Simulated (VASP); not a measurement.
Runs of VASP 6.6.1 on Ru. The structure is that of space group Fm-3m (No. 225), or close to it. The cells are those of the table. 

```csv
task,cell,k mesh,cutoff (eV),smearing,gap on the mesh (eV),pressure (GPa)
single point,"a = 2.708 Å, angles 60.0°, 1 atom",8 × 8 × 8,500,gaussian 0.1 eV,none,-5.4
single point,"a = 2.694 Å, angles 60.0°, 1 atom",22 × 22 × 22,520,gaussian 0.15 eV,none,0.0
relaxation of cell and atoms,"relaxed from a = 2.708 Å, angles 60.0°, 1 atom",18 × 18 × 18,600,gaussian 0.1 eV,none,0.0
single point,"a = 2.694 Å, angles 60.0°, 1 atom",20 × 20 × 20,520,gaussian 0.15 eV,none,0.2
single point,"a = 2.694 Å, angles 60.0°, 1 atom",18 × 18 × 18,520,gaussian 0.1 eV,none,(a)
```

Alike in all rows: level PBE; potentials or basis VASP PAW PBE potentials, release 64 (Ru_pv); no spin polarisation.

Task: Fill in the values left out.

Result: (a) -0.2.

A k mesh can miss the band edges, and the runs leave out spin-orbit coupling on Ru.

A gap of «none» marks levels without a gap at the run's occupations.
